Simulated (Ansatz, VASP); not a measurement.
## F in VASP and in Ansatz

```xyz
4
Lattice="3.1343 -1.6626 -0.2417 3.1343 1.6626 -0.2417 -2.3983 0.0000 6.6754" Properties=species:S:1:pos:R:3 pbc="T T T"
F     0.3064    0.0000    0.5865
F     3.5639    0.0000    5.6054
F     1.7202    0.0000    3.7208
F     2.1501    0.0000    2.4711
```

Change from the starting cell: volume 16.911 Å^3 an atom, stretch along a over the lengths across it, relative to the relaxed cell 1.0835.

Alike in both runs: task single point; functional PBEsol; k mesh 4 × 4 × 2; occupations gaussian, width 0.05 eV; no spin polarisation.

|  | VASP | Ansatz |
| --- | --- | --- |
| version | VASP 6.6.1 | Ansatz 0.2.0 |
| potentials or method | VASP PAW PBE potentials, release 64 (F), cutoff 520 eV | scalar-relativistic, plane waves, PAW |
| valence electrons in the cell | 28 | 28 |

VASP gave:

| Property | Result |
| --- | --- |
| gap on the k mesh at the Fermi level (eV) | 4.00 |
| least direct gap on the mesh (eV) | 4.14 |
| pressure (GPa) | 9.0 |
| traceless stress, the component that is largest in VASP (GPa) | 14.24 |
| rms of the force components (eV/Å) | 2.519 |

Question: Estimate Ansatz's values.

Answer: gap on the k mesh at the Fermi level (eV): 4.11; least direct gap on the mesh (eV): 4.24; pressure (GPa): 8.2; traceless stress, the component that is largest in VASP (GPa): 12.05; rms of the force components (eV/Å): 2.129.

VASP's potentials were made for PBE, not for PBEsol. Atom by atom the forces differ by 0.390 eV/Å (rms over components).

The k mesh is coarse, so the values compare programs but aren't converged.
